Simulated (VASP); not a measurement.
# Pt (Cmcm) in VASP: notebook

Runs on Pt. Level: PBE. Tasks: single point.

All numbers are computed with VASP 6.6.1; they aren't measurements. Logs are shortened: lines on timing, memory, paths and dates and some standing lists are left out, and cuts for length are marked.

### 1 The cell of the first run

The structure is orthorhombic, space group Cmcm (No. 63). The conventional cell has a = 2.621 Å, b = 4.300 Å, c = 4.781 Å, α = 90.00°, β = 90.00°, γ = 90.00°. Pt (site symmetry m2m) has 12 Pt at 2.52 to 2.82 Å within 3.3 Å.

### 2 Single point, PBE (normal strain along x -0.0500, normal strain along y -0.1000)

INCAR

```
  ALGO = Fast
  EDIFF = 1E-7
  ENCUT = 520
  GGA = PE
  ISIF = 2
  ISMEAR = 0
  LASPH = True
  LCHARG = True
  LELF = True
  LREAL = False
  LVHAR = True
  LWAVE = False
  NBANDS = 17
  NELM = 100
  PREC = Accurate
  SIGMA = 0.15
```

KPOINTS

```
k-points
0
Gamma
  18 18 10
```

POSCAR

```
Pt
1.0
    2.6206126340      0.0000000000      0.0000000000
   -1.3103063170      2.1500688453      0.0000000000
    0.0000000000      0.0000000000      4.7813829983
Pt
2
Direct
    0.6666666667      0.3333333333      0.7500000000
    0.3333333333      0.6666666667      0.2500000000
```

Potentials or basis: VASP PAW PBE potentials, release 64 (Pt).

Launch:

```console
> cat potpaw_PBE.64/Pt/POTCAR > POTCAR
> mpirun -np 1 vasp_std > vasp.out
```

OUTCAR:

```text
EDIFF = 1E-7
   ENCUT = 520
   GGA = PE
   ISIF = 2
   ISMEAR = 0
   LASPH = True
   LREAL = False
   NELM = 100
   PREC = Accurate

 ion  position               nearest neighbor table
   1  0.667  0.333  0.750-   2 2.79   2 2.79   2 2.82   2 2.82   2 2.82   2 2.82
   2  0.333  0.667  0.250-   1 2.79   1 2.79   1 2.82   1 2.82   1 2.82   1 2.82

  Warning from LATTYP: Monoclinic adjustment (A1->A3, A2->A1, A3->A2)!
  LATTYP: Found a base centered orthorhombic cell.
 ALAT       =     2.6206126340
 B/A-ratio  =     1.6408902387
 C/A-ratio  =     1.8245287137

  Lattice vectors:

 A1 = (   1.3103063170,  -2.1500688453,   0.0000000000)
 A2 = (   1.3103063170,   2.1500688453,   0.0000000000)
 A3 = (   0.0000000000,   0.0000000000,   4.7813829983)

Analysis of symmetry for initial positions (statically):
=====================================================================
 Subroutine PRICEL returns:
 Original cell was already a primitive cell.

 Routine SETGRP: Setting up the symmetry group for a
 base centered orthorhombic supercell.

 Subroutine GETGRP returns: Found  8 space group operations
 (whereof  4 operations were pure point group operations)
 out of a pool of  8 trial point group operations.

The static configuration has the point symmetry C_2h.
 The point group associated with its full space group is D_2h.

Analysis of symmetry for dynamics (positions and initial velocities):
=====================================================================
 Subroutine PRICEL returns:
 Original cell was already a primitive cell.

 Routine SETGRP: Setting up the symmetry group for a
 base centered orthorhombic supercell.

 Subroutine GETGRP returns: Found  8 space group operations
 (whereof  4 operations were pure point group operations)
 out of a pool of  8 trial point group operations.

The dynamic configuration has the point symmetry C_2h.
 The point group associated with its full space group is D_2h.

 Subroutine INISYM returns: Found  8 space group operations
 (whereof  4 operations are pure point group operations),
 and found     1 'primitive' translations

----------------------------------------------------------------------------------------

                                     Primitive cell

  volume of cell :      26.9407

  direct lattice vectors                    reciprocal lattice vectors
     2.620612634  0.000000000  0.000000000     0.381590162  0.232550693  0.000000000
    -1.310306317  2.150068845  0.000000000     0.000000000  0.465101386  0.000000000
     0.000000000  0.000000000  4.781382998     0.000000000  0.000000000  0.209144509

  length of vectors
     2.620612634  2.517875828  4.781382998     0.446867851  0.465101386  0.209144509

  position of ions in fractional coordinates (direct lattice)
     0.666666667  0.333333333  0.750000000
     0.333333333  0.666666667  0.250000000

  ion indices of the primitive-cell ions
   primitive index   ion index
                 1           1
                 2           2

----------------------------------------------------------------------------------------

 KPOINTS: k-points

Automatic generation of k-mesh.
 Grid dimensions read from file:
 generate k-points for:   18   18   10

 Generating k-lattice:

  Cartesian coordinates                     Fractional coordinates (reciprocal lattice)
     0.021199453  0.012919483  0.000000000     0.055555556 -0.000000000  0.000000000
     0.000000000  0.025838966  0.000000000     0.000000000  0.055555556  0.000000000
     0.000000000  0.000000000  0.020914451     0.000000000  0.000000000  0.100000000

  Length of vectors
     0.024825992  0.025838966  0.020914451

  Shift w.r.t. Gamma in fractional coordinates (k-lattice)
     0.000000000  0.000000000  0.000000000

 Subroutine IBZKPT returns following result:
 ===========================================

 Found    546 irreducible k-points:

 Following reciprocal coordinates:
            Coordinates               Weight
  0.000000  0.000000  0.000000      1.000000
  0.055556 -0.000000  0.000000      4.000000
  0.111111 -0.000000  0.000000      4.000000
  0.166667 -0.000000  0.000000      4.000000
  0.222222 -0.000000  0.000000      4.000000
  0.277778  0.000000  0.000000      4.000000
[... 16 lines left out ...]
 -0.333333  0.055556  0.000000      4.000000
 -0.277778  0.055556  0.000000      4.000000
 [... further k-points ...]
   k-points           NKPTS =    546   k-points in BZ     NKDIM =    546   number of bands    NBANDS=     17
   number of dos      NEDOS =    301   number of ions     NIONS =      2
   total plane-waves  NPLWV =  14400
   dimension x,y,z NGX =    20 NGY =   20 NGZ =   36
   dimension x,y,z NGXF=    40 NGYF=   40 NGZF=   72
   ions per type =               2
   NGX,Y,Z   is equivalent  to a cutoff of  12.69, 13.21, 12.52 a.u.
   NGXF,Y,Z  is equivalent  to a cutoff of  25.38, 26.41, 25.03 a.u.
 SYSTEM =  unknown system
   PREC   = accura    normal or accurate (medium, high low for compatibility)
   ISTART =      0    job   : 0-new  1-cont  2-samecut
   ICHARG =      2    charge: 1-file 2-atom 10-const
   ISPIN  =      1    spin polarized calculation?
   LNONCOLLINEAR =      F non collinear calculations
   LSORBIT =      F    spin-orbit coupling
   LASPH  =      T    aspherical Exc in radial PAW
   ENCUT  =  520.0 eV  38.22 Ry    6.18 a.u.   4.87  4.68  8.89*2*pi/ulx,y,z
   NELM   =    100;   NELMIN=  2; NELMDL= -5     # of ELM steps
   EDIFF  = 0.1E-06   stopping-criterion for ELM
   LREAL  =      F    real-space projection
   EDIFFG = 0.1E-05   stopping-criterion for IOM
   NSW    =      0    number of steps for IOM
   IBRION =     -1    ionic relax: 0-MD 1-quasi-New 2-CG
   NFREE  =      0    steps in history (QN), initial steepest desc. (CG)
   ISIF   =      2    stress and relaxation
   ISYM   =      2    0-nonsym 1-usesym 2-fastsym
   POTIM  = 0.5000    time-step for ionic-motion
   TEBEG  =    0.0;   TEEND  =   0.0 temperature during run
   PSTRESS=    0.0 pullay stress
   NELECT =      20.0000    total number of electrons
   NUPDOWN=      -1.0000    fix difference up-down
   EMIN   =  10.00;   EMAX   =-10.00  energy-range for DOS
   EFERMI =   0.00;   METHOD = LEGACY
   ISMEAR =     0;   SIGMA  =   0.15  broadening in eV -4-tet -1-fermi 0-gaus
   EFERMI_NEDOS =   21; number of points for ismear=-14 and -15
   IALGO  =     68    algorithm
   IMIX   =      4    mixing-type and parameters
     AMIX     =   0.40;   BMIX     =  1.00
     AMIX_MAG =   1.60;   BMIX_MAG =  1.00
  volume/ion in A,a.u.               =      13.47        90.90
  Fermi-wavevector in a.u.,A,eV,Ry     =   1.482343  2.801221 29.896620  2.197340
  Thomas-Fermi vector in A             =   2.596140
   LORBIT       =      0    0 simple, 1 ext, 2 COOP (PROOUT), +10 PAW based schemes
   GGA     = PE    functional components
   LHFCALC =     F    Hartree Fock is set to
   AEXX    =    0.0000 exact exchange contribution
   IVDW    =     0    specifies the selected vdW correction
   LEPSILON=     F    determine dielectric tensor
   LRPA    =     F    only Hartree local field effects (RPA)
 non-spin polarized calculation
 RMM-DIIS sequential band-by-band and
 Gauss-broadening in eV      SIGMA  =   0.15
  energy-cutoff  :      520.00
  volume of cell :       26.94
 maximum number of plane-waves:       740
   NGX =  9   NGY =  9   NGZ = 17

 number of electron      20.0000002 magnetization

 Free energy of the ion-electron system (eV)
  ---------------------------------------------------
  ext. energy  EPLUGINS =         0.00000000
  ---------------------------------------------------
  free energy    TOTEN  =       -11.09329842 eV

  energy without entropy =      -11.06856028  energy(sigma->0) =      -11.08092935

 E-fermi :  13.4893     XC(G=0): -14.1513

 val. band max:       13.4888366760   @ k =   0.3889   0.1667   0.1000
 cond. band min:      13.4899767760   @ k =   0.1667  -0.0000   0.0000
 fundamental gap:      0.0011401000
 Fermi energy:        13.4892703670

 k-point     1 :       0.0000    0.0000    0.0000
  band No.  band energies     occupation
      1       2.0170      2.00000
      2       4.4353      2.00000
      3       7.7847      2.00000
      4       8.4129      2.00000
      5       8.7723      2.00000
      6       9.7082      2.00000
[... 9 lines left out ...]
     16      30.5282      0.00000
     17      36.1778      0.00000

 k-point     2 :       0.0556   -0.0000    0.0000
  band No.  band energies     occupation
      1       2.1562      2.00000
      2       4.5731      2.00000
      3       7.8207      2.00000
      4       8.4185      2.00000
      5       8.7577      2.00000
      6       9.7608      2.00000
[... 9 lines left out ...]
     16      30.7804      0.00000
     17      35.3172      0.00000

 k-point     3 :       0.1111   -0.0000    0.0000
  band No.  band energies     occupation
      1       2.5591      2.00000
      2       4.9574      2.00000
      3       7.8602      2.00000
      4       8.4242      2.00000
      5       8.7443      2.00000
      6       9.9761      2.00000
[... 9 lines left out ...]
     16      31.4411      0.00000
     17      33.8458      0.00000

 k-point     4 :       0.1667   -0.0000    0.0000
  band No.  band energies     occupation
      1       3.1785      2.00000
      2       5.4720      2.00000
      3       7.8341      2.00000
      4       8.2849      2.00000
      5       9.0168      2.00000
      6       9.0479      2.00000
[... 9 lines left out ...]
     16      32.1359      0.00000
     17      32.6292      0.00000
[... 343 lines left out ...]
      1       5.2508      2.00000
      2       5.6294      2.00000
      3       6.7535      2.00000
      4       8.4197      2.00000
      5       9.1768      2.00000
      6       9.6201      2.00000
[... 9 lines left out ...]
     16      28.2277      0.00000
     17      30.2480      0.00000

 k-point    23 :      -0.3333    0.0556    0.0000
  band No.  band energies     occupation
      1       4.9701      2.00000
      2       5.8505      2.00000
      3       7.2406      2.00000
      4       8.0397      2.00000
      5       8.8507      2.00000
      6       9.5590      2.00000
[... 9 lines left out ...]
     16      29.6942      0.00000
     17      32.4867      0.00000

 k-point    24 :      -0.2778    0.0556    0.0000
  band No.  band energies     occupation
      1       4.3652      2.00000
      2       5.9988      2.00000
      3       7.8641      2.00000
      4       7.9760      2.00000
      5       8.0937      2.00000
      6       9.8077      2.00000
[... 9 lines left out ...]
     16      30.9339      0.00000
     17      32.5900      0.00000

 [... further k-points ...]

------------------------ aborting loop because EDIFF is reached ----------------------------------------

  FORCE on cell =-STRESS in cart. coord.  units (eV):
  Direction    XX          YY          ZZ          XY          YZ          ZX
  --------------------------------------------------------------------------------------
  -------------------------------------------------------------------------------------
  Total       11.3033495     16.4446382      5.4086910      0.0000000     -0.0000000      0.0000000
  in kB      672.2162561    977.9714457    321.6577537      0.0000000     -0.0000000      0.0000000
  external PRESSURE =     657.2818185 kB  Pullay stress =       0.0000000 kB

 VOLUME and BASIS-vectors are now :
 -----------------------------------------------------------------------------
  energy-cutoff  :      520.00
  volume of cell :       26.94
      direct lattice vectors                 reciprocal lattice vectors
     2.620612634  0.000000000  0.000000000     0.381590162  0.232550693  0.000000000
    -1.310306317  2.150068845  0.000000000     0.000000000  0.465101386  0.000000000
     0.000000000  0.000000000  4.781382998     0.000000000  0.000000000  0.209144509

 POSITION                                       TOTAL-FORCE (eV/Angst)
 -----------------------------------------------------------------------------------
      1.31031      0.71669      3.58604         0.000000      0.027940      0.000000
     -0.00000      1.43338      1.19535        -0.000000     -0.027940      0.000000
 -----------------------------------------------------------------------------------
    total drift:                               -0.000000      0.000000     -0.000000

  FREE ENERGIE OF THE ION-ELECTRON SYSTEM (eV)
  ---------------------------------------------------
  free  energy   TOTEN  =       -11.0932984185 eV

  energy  without entropy=      -11.0685602846  energy(sigma->0) =      -11.08092935
```

Wall time 2.9 min (1 thread of Intel Xeon Platinum 8488C (Sapphire Rapids), shared host); peak memory 0.31 GiB.

Results:

```
Free energy            : -11.0933 eV
Pressure               : 65.7 GPa
Largest force          : 0.028 eV/Å
Band gap on the k mesh : zero (band 10 reaches 14.81 eV, above the bottom of band 11 at 12.50 eV)
```

Forces in eV/Å, atoms in the order of the input:
```
Pt   0.000  0.028  0.000
Pt   0.000 -0.028  0.000
```

Levels at points of the mesh, in eV from the Fermi level:
```
           k point  band 6  band 7  band 8  band 9  band 10  band 11  band 12  band 13  band 14  band 15
(0.00, 0.00, 0.00)   -3.78   -3.46   -1.99   -1.79    -1.53    -0.26    -0.02     4.74    14.33    15.16
(0.50, 0.00, 0.00)   -3.14   -3.09   -0.07    0.79     0.95     2.72     4.37     8.24     8.82    10.90
(0.00, 0.50, 0.00)   -3.51   -2.81   -0.41    1.16     1.32     2.99     4.95     9.13     9.30    11.74
(0.00, 0.00, 0.50)   -4.99   -3.73   -3.73   -0.90    -0.90    -0.63    -0.63    11.35    11.35    15.69
(0.50, 0.00, 0.50)   -1.83   -1.29   -1.29    0.88     0.88     1.60     1.60     8.05     8.05    13.73
(0.00, 0.50, 0.50)   -2.38   -1.09   -1.09    1.25     1.25     2.05     2.05     8.91     8.91    14.27
```

Caveat: the cell differs from its parent crystal (normal strain along x -0.0500, normal strain along y -0.1000); spin-orbit coupling is left out, which moves the levels of the heavy elements.

### 3 Single point, PBE (normal strain along x -0.1000, normal strain along y -0.0500)

INCAR

```
SYSTEM = Pt
PREC = Accurate
ENCUT = 520
EDIFF = 1E-7
ISMEAR = 0
SIGMA = 0.15
LREAL = .False.
LASPH = .True.
NELM = 60
ALGO = Fast
ISIF = 2
LWAVE = .False.
LCHARG = .False.
GGA = PE
NBANDS = 17
```

KPOINTS

```
regular mesh
0
Gamma
  18 18 10
  0 0 0
```

POSCAR

```
Pt
1.0
    2.4826856532      0.0000000000      0.0000000000
   -1.2413428266      2.2695171145      0.0000000000
    0.0000000000      0.0000000000      4.7813829983
Pt
2
Direct
    0.6666666667      0.3333333333      0.7500000000
    0.3333333333      0.6666666667      0.2500000000
```

Potentials or basis: VASP PAW PBE potentials, release 64 (Pt).

Launch:

```console
> cat potpaw_PBE.64/Pt/POTCAR > POTCAR
> mpirun -np 1 vasp_std > vasp.out
```

OUTCAR:

```text
SYSTEM = Pt
   PREC = Accurate
   ENCUT = 520
   EDIFF = 1E-7
   ISMEAR = 0
   LREAL = .False.
   LASPH = .True.
   NELM = 60
   ISIF = 2
   GGA = PE

 ion  position               nearest neighbor table
   1  0.667  0.333  0.750-   2 2.80   2 2.80   2 2.80   2 2.80   2 2.83   2 2.83
   2  0.333  0.667  0.250-   1 2.80   1 2.80   1 2.80   1 2.80   1 2.83   1 2.83

  LATTYP: Found a base centered orthorhombic cell.
 ALAT       =     2.4826856532
 B/A-ratio  =     1.8282758525
 C/A-ratio  =     1.9258914201

  Lattice vectors:

[... 671 lines left out ...]

  FORCE on cell =-STRESS in cart. coord.  units (eV):
  Direction    XX          YY          ZZ          XY          YZ          ZX
  --------------------------------------------------------------------------------------
  -------------------------------------------------------------------------------------
  Total       16.8995964     10.8842861      5.4197223      0.0000000      0.0000000      0.0000000
  in kB     1005.0280545    647.2943286    322.3137881      0.0000000      0.0000000      0.0000000
  external PRESSURE =     658.2120571 kB  Pullay stress =       0.0000000 kB

 VOLUME and BASIS-vectors are now :
 -----------------------------------------------------------------------------
  energy-cutoff  :      520.00
  volume of cell :       26.94
      direct lattice vectors                 reciprocal lattice vectors
     2.482685653  0.000000000  0.000000000     0.402789616  0.220311183  0.000000000
    -1.241342827  2.269517115  0.000000000     0.000000000  0.440622366  0.000000000
     0.000000000  0.000000000  4.781382998     0.000000000  0.000000000  0.209144509

 POSITION                                       TOTAL-FORCE (eV/Angst)
 -----------------------------------------------------------------------------------
      1.24134      0.75651      3.58604         0.000000     -0.009953      0.000000
     -0.00000      1.51301      1.19535        -0.000000      0.009953      0.000000
 -----------------------------------------------------------------------------------
    total drift:                               -0.000000      0.000000     -0.000000

  FREE ENERGIE OF THE ION-ELECTRON SYSTEM (eV)
  ---------------------------------------------------
  free  energy   TOTEN  =       -11.0853397366 eV

  energy  without entropy=      -11.0605916168  energy(sigma->0) =      -11.07296568
```

OSZICAR:

```text
N       E                     dE             d eps       ncg     rms          rms(c)
DAV:   1     0.108003540849E+03    0.10800E+03   -0.10699E+04 18596   0.116E+03
DAV:   2    -0.989927532581E+01   -0.11790E+03   -0.11251E+03 20135   0.257E+02
DAV:   3    -0.117897632509E+02   -0.18905E+01   -0.18720E+01 22926   0.327E+01
[... 10 lines left out ...]
RMM:  14    -0.110853391474E+02    0.72111E-06   -0.78769E-07 20879   0.625E-03    0.139E-02
RMM:  15    -0.110853391739E+02   -0.26519E-07   -0.14503E-06 20256   0.895E-03    0.945E-03
RMM:  16    -0.110853393413E+02   -0.16738E-06   -0.67104E-08 12919   0.191E-03    0.652E-03
RMM:  17    -0.110853396597E+02   -0.31843E-06   -0.15419E-08 11506   0.826E-04    0.168E-03
RMM:  18    -0.110853398296E+02   -0.16985E-06   -0.66643E-09 10968   0.564E-04    0.112E-03
RMM:  19    -0.110853397366E+02    0.92984E-07   -0.80096E-09 10678   0.675E-04
   1 F= -.11085340E+02 E0= -.11072966E+02  d E =-.247481E-01
```

stdout:

```text
POSCAR found type information on POSCAR Pt
 POSCAR found :  1 types and       2 ions
 scaLAPACK will be used
 LDA part: xc-table for (Slater+PW92), standard interpolation
 POSCAR, INCAR and KPOINTS ok, starting setup
 FFT: planning ... GRIDC
 FFT: planning ... GRID_SOFT
 FFT: planning ... GRID
 WAVECAR not read
 entering main loop
```

Run time: 5.1 min. Hardware: 1 thread of Intel Xeon Platinum 8488C (Sapphire Rapids), shared host; peak memory 0.31 GiB.

Results:

| Property | Result |
| --- | --- |
| Free energy | -11.0853 eV |
| Pressure | 65.8 GPa |
| Largest force | 0.010 eV/Å |
| Band gap on the k mesh | zero (band 10 reaches 14.60 eV, above the bottom of band 11 at 12.56 eV) |

Forces on the atoms (eV/Å):
```
Pt   0.000 -0.010  0.000
Pt   0.000  0.010  0.000
```

Stress tensor (GPa, compression positive):
```
100.50   0.00   0.00
  0.00  64.73   0.00
  0.00   0.00  32.23
```

Caveat: the cell differs from its parent crystal (normal strain along x -0.1000, normal strain along y -0.0500); spin-orbit coupling is left out, which moves the levels of the heavy elements.
